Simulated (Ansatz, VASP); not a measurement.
TaWC2: VASP beside Ansatz

File INCAR:

```
PREC = Accurate
ENCUT = 520
EDIFF = 1E-6
ISMEAR = -1
SIGMA = 0.05
LREAL = False
LASPH = True
NELM = 150
ALGO = Normal
ISIF = 2
LWAVE = False
LCHARG = False
LMAXMIX = 4
LDAU = True
LDAUTYPE = 2
LDAUL = 2 2 -1
LDAUU = 4 4 0
LDAUJ = 0 0 0
LDAUPRINT = 1
GGA = CA
NBANDS = 24
```

File KPOINTS:

```
Automatic mesh
0
Gamma
  10 10 10
```

File POSCAR:

```
TaWC2
1.0
    1.5718551461      0.9075109917      5.1016196719
   -1.5718551461      0.9075109917      5.1016196719
    0.0000000000     -1.8150219835      5.1016196719
W Ta C
1 1 2
Direct
    0.0000000000      0.0000000000      0.0000000000
    0.5000000000      0.5000000000      0.5000000000
    0.2509330000      0.2509330000      0.2509330000
    0.7490670000      0.7490670000      0.7490670000
```

input.yaml

```yaml
crystal:
  lattice:
    - [1.5718551461, 0.9075109917, 5.1016196719]
    - [-1.5718551461, 0.9075109917, 5.1016196719]
    - [0.0, -1.8150219835, 5.1016196719]
  atoms:
    - { symbol: W, position: [0.0, 0.0, 0.0] }
    - { symbol: Ta, position: [0.5, 0.5, 0.5] }
    - { symbol: C, position: [0.250933, 0.250933, 0.250933] }
    - { symbol: C, position: [0.749067, 0.749067, 0.749067] }
hamiltonian:
  xc: lda
  pseudopotentials: { kind: paw }
  hubbard:
    sites: [{ species: Ta, l: d, u_eff: 4.0 }, { species: W, l: d, u_eff: 4.0 }]
kpoints:
  mp_grid: { grid: [10, 10, 10] }
  band_path:
    path:
      - [[0.0, 0.0, 0.0], [0.5, 0.0, 0.0], [0.5, 0.1877624847, -0.1877624847]]
      - [[0.8122375153, 0.5, 0.1877624847], [0.5, 0.5, 0.5], [0.0, 0.0, 0.0], [0.3438812424, 0.0, -0.3438812424]]
      - [[0.6561187576, 0.3438812424, 0.0], [0.5, 0.5, 0.0], [0.6561187576, 0.6561187576, 0.1877624847], [0.5, 0.5, 0.5]]
      - [[0.5, 0.0, 0.0], [0.8122375153, 0.3438812424, 0.3438812424]]
    npoints: 14
scf:
  occupations: { method: fermi_dirac, width: 0.05 }
  n_extra_bands: 10
output:
  forces: true
  stress: true
  eigenvalues: true
  fatbands: true
```

Alike in both runs: functional LDA; k mesh 10 × 10 × 10; occupations fermi-dirac, width 0.05 eV; no spin polarisation; Hubbard terms Ta d U = 4.0 eV, W d U = 4.0 eV.

|  | VASP | Ansatz |
| --- | --- | --- |
| version | VASP 6.6.1 | Ansatz 0.2.0 |
| potentials or method | VASP PAW LDA potentials, release 64 (W_sv, Ta_pv, C) | Ansatz PAW |
| plane-wave cutoff (eV) | 520 | 420 |
| valence electrons in the cell | 33 | 35 |
| task | single point | band structure |

VASP gave:

| Quantity | Value |
| --- | --- |
| gap on the k mesh at the Fermi level (eV) | none |
| pressure (GPa) | -5.5 |
| traceless stress, the component that is largest in VASP (GPa) | 0.14 |
| rms of the force components (eV/Å) | 0.036 |

Question: Which values does Ansatz return?

Answer: gap on the k mesh at the Fermi level (eV): none; pressure (GPa): -14.6; traceless stress, the component that is largest in VASP (GPa): -0.25; rms of the force components (eV/Å): 0.038.

LDA's correlation is that of Perdew and Zunger in VASP and of Perdew and Wang (1992) in Ansatz. The programs project onto different local orbitals, so the same U acts differently, and such runs can settle in different states. Atom by atom the forces differ by 0.074 eV/Å (rms over components). A gap of «none» marks a metal or a gap that the smearing closes. VASP's potentials hold 33 valence electrons a cell and Ansatz's 35, so a difference there can come from the potentials and not from the codes.

Spin-orbit coupling is off throughout.
